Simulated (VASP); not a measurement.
Write the native input for VASP 6.6.1 that does the following.

```yaml
Task: single point
Functional: LDA
Potentials_or_basis: VASP PAW LDA potentials, release 64 (C, F)
Cutoff: 520 eV
k_mesh: 1 × 1 × 1
Occupations: fermi-dirac, width 0.05 eV
Spin: no spin polarisation
Dipole_correction: no
Further_INCAR_settings: LREAL = Auto; ALGO = Normal; EDIFF = 1e-06; NBANDS = 154
```

The structure of CF4 lies in POSCAR:

```
CF4
1.0
    8.9958830000      0.0000000000      0.0000000000
    0.0000000000      8.9958830000      0.0000000000
    0.0000000000      0.0000000000      8.9958830000
C F
8 32
Direct
    0.2809840902      0.1318603188      0.5251958035
    0.3061066935      0.5699496092      0.8907296816
    0.8519786218      0.5596893601      0.8949983009
   -0.0575596637      0.6900267600      0.4275066717
    0.6909938691      0.3435793907      0.2895880260
    0.4973163835      0.8310245920      0.2503700860
    0.2014699391      0.0914640619      0.9313704947
    0.6744418530      0.9745569168      0.6869698061
    0.3535061539      0.2238801905      0.6149035064
    0.3169449847     -0.0130837629      0.5435708757
    0.1344948573      0.1405643004      0.5343888977
    0.3155776926      0.1636415236      0.3834087215
    0.1932773025      0.6227515409      0.9628737946
    0.3891002140      0.4932589719      0.9802150606
    0.2656993205      0.4763957023      0.7828247655
    0.3745935780      0.6829902079      0.8252108214
    0.9015123918      0.6700620717      0.9714888466
    0.9385070926      0.4456371876      0.9089268947
    0.7206074156      0.5210161137      0.9344941458
    0.8481768827      0.5940050576      0.7510546769
   -0.0047021510      0.7533557295      0.5539645191
    0.0459988197      0.6342901525      0.3456914680
   -0.1540704787      0.5806433899      0.4704374212
   -0.1353841530      0.7925403209      0.3599757800
    0.6196612384      0.4616778586      0.3340305782
    0.7646497848      0.2879984099      0.4124775745
    0.6035316378      0.2349296895      0.2371418125
    0.7915620957      0.3842202038      0.1889086374
    0.5250290605      0.7277773622      0.1444994338
    0.5775308549      0.8051349712      0.3638219839
    0.5271744864      0.9599835836      0.1910985281
    0.3483927036      0.8280899162      0.2773046292
    0.2882651986      0.1859850778      1.0089615439
    0.1222003443      0.0129170199      1.0320943480
    0.1113287045      0.1681213506      0.8473765166
    0.2817066429      0.0041574574      0.8492218051
    0.6873477567      1.1078178762      0.7427508784
    0.5599672650      0.9087379193      0.7375707310
    0.6633812378      1.0015692734      0.5472392204
    0.7924958562      0.8936754735      0.7154828492
```

One way to write it, as run:

INCAR

```
SYSTEM = CF4
PREC = Accurate
ENCUT = 520
EDIFF = 1E-6
ISMEAR = -1
SIGMA = 0.05
LREAL = Auto
LASPH = .TRUE.
NELM = 100
ALGO = Normal
ISIF = 2
LWAVE = .FALSE.
LCHARG = .FALSE.
GGA = CA
NBANDS = 154
```

KPOINTS

```
Automatic mesh
0
G
  1 1 1
  0 0 0
```

Potentials or basis: VASP PAW LDA potentials, release 64 (C, F).

Command:

```console
$ cat potpaw_LDA.64/C/POTCAR potpaw_LDA.64/F/POTCAR > POTCAR
$ mpirun -np 1 vasp_gam > vasp.out
```

Results of the run:

* Pressure: 1.5 GPa
* Largest force: 3.324 eV/Å
* Band gap on the k mesh: 8.58 eV

Caveat: the k points lie up to 0.70 Å⁻¹ apart.

Run time: 4.3 min on 1 thread of AMD EPYC 7R43 64-Core Processor (Zen 3), with other jobs on the host, peak memory 0.44 GiB.
